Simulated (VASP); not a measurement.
Crystal: TaAs.

```
Ta As
1.0
    -1.72181    1.72181    5.86794
     1.72181   -1.72181    5.86794
     1.72181    1.72181   -5.86794
Ta As
2 2
Direct
  0.49997 0.49997 0.00000
  0.24997 0.74997 0.50000
  0.08263 0.08263 0.00000
  0.83263 0.33263 0.50000
```

```yaml
Program: VASP 6.6.1
Task: relaxation of cell and atoms
Functional: LDA
Potentials_or_basis: VASP PAW LDA potentials, release 64 (Ta_pv, As)
Cutoff: 600 eV
k_mesh: 11 × 11 × 11
Occupations: fermi-dirac, width 0.05 eV
Spin: no spin polarisation
```

At the start: pressure -6.6 GPa; volume 17.40 Å³/atom.

Problem. How do energy, volume and symmetry change on relaxing?

Solution. Over 11 steps the energy falls by 13.2 meV/atom and the volume is 16.78 Å³/atom (-3.5 %); space group I4_1md (No. 109, to 0.1 Å) before and after.

Step by step:
```
step  energy change (eV)  largest force (eV/Å)  pressure (GPa)  volume (Å³)
   1              0.0000                0.0219           -6.57        69.59
   2              0.1658                0.0630           16.37        62.65
   3             -0.0510                0.0342           -0.16        67.23
   4             -0.0510                0.0344           -0.04        67.18
   5             -0.0510                0.0347            0.11        67.13
   6             -0.0523                0.0373            0.14        67.09
   7             -0.0525                0.0387            0.15        67.07
   8             -0.0525                0.0118           -0.29        67.21
   9             -0.0526                0.0105           -0.11        67.15
  10             -0.0526                0.0126            0.08        67.09
  11             -0.0526                0.0001            0.01        67.12
```

Final structure:
```
Ta As
1.0
    -1.70591    1.70591    5.76619
     1.70591   -1.70591    5.76619
     1.70591    1.70591   -5.76619
Ta As
2 2
Direct
  0.50033 0.50033 0.00000
  0.25033 0.75033 0.50000
  0.08227 0.08227 0.00000
  0.83227 0.33227 0.50000
```
